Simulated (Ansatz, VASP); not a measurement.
**WS2 in VASP and in Ansatz**

INCAR

```
PREC = Accurate ; ENCUT = 520
EDIFF = 1E-6 ; ISMEAR = 0
SIGMA = 0.02 ; LREAL = F
LASPH = T ; NELM = 100
ALGO = Normal ; ISIF = 2
LWAVE = F ; LCHARG = F
GGA = PS ; NBANDS = 35
```

File KPOINTS:

```
Automatic mesh
0
Gamma
  15 15 4
```

File POSCAR:

```
WS2
1.0
    3.1463183390      0.0000000029      0.0000000000
   -1.5731591720      2.7247916085      0.0000000000
    0.0000000000      0.0000000000     12.7077691426
W S
2 4
Direct
    0.3333333333      0.6666666667      0.2500000000
    0.6666666667      0.3333333333      0.7500000000
    0.3333333333      0.6666666667      0.6266423365
    0.6666666667      0.3333333333      0.1266423365
    0.3333333333      0.6666666667      0.8733576635
    0.6666666667      0.3333333333      0.3733576635
```

Input for Ansatz:

```yaml
crystal:
  lattice:
    - [3.146318339, 2.9e-09, 0.0]
    - [-1.573159172, 2.7247916085, 0.0]
    - [0.0, 0.0, 12.7077691426]
  atoms:
    - { symbol: W, position: [0.3333333333, 0.6666666667, 0.25] }
    - { symbol: W, position: [0.6666666667, 0.3333333333, 0.75] }
    - { symbol: S, position: [0.3333333333, 0.6666666667, 0.6266423365] }
    - { symbol: S, position: [0.6666666667, 0.3333333333, 0.1266423365] }
    - { symbol: S, position: [0.3333333333, 0.6666666667, 0.8733576635] }
    - { symbol: S, position: [0.6666666667, 0.3333333333, 0.3733576635] }
basis:
  ecutwfc: 420
kpoints:
  mp_grid: { grid: [15, 15, 4] }
hamiltonian:
  xc: pbesol
  pseudopotentials: { kind: paw, azcp: { folder: soft_1 } }
scf:
  occupations: { method: gaussian, width: 0.02 }
output:
  forces: true
  stress: true
  eigenvalues: true
```

Alike in both runs: task single point; functional PBEsol; k mesh 15 × 15 × 4; occupations gaussian, width 0.02 eV; no spin polarisation.

|  | VASP | Ansatz |
| --- | --- | --- |
| version | VASP 6.6.1 | Ansatz 0.2.0 |
| potentials or method | VASP PAW PBE potentials, release 64 (W_sv, S), cutoff 520 eV | scalar-relativistic, plane waves, PAW |
| valence electrons in the cell | 52 | 52 |

Ansatz gave:

```
gap on the k mesh at the Fermi level (eV) : 1.14
least direct gap on the mesh (eV)         : 1.87
pressure (GPa)                            : 0.0
rms of the force components (eV/Å)        : 0.000
```

**Question.** What did VASP give for the same quantities?

**Answer.** gap on the k mesh at the Fermi level (eV): 1.16; least direct gap on the mesh (eV): 1.87; pressure (GPa): 0.1; rms of the force components (eV/Å): 0.009.

VASP's potentials were made for PBE, not for PBEsol, and Ansatz warns of the same on its side. Atom by atom the forces differ by 0.009 eV/Å (rms over components).

Spin-orbit coupling is off throughout.
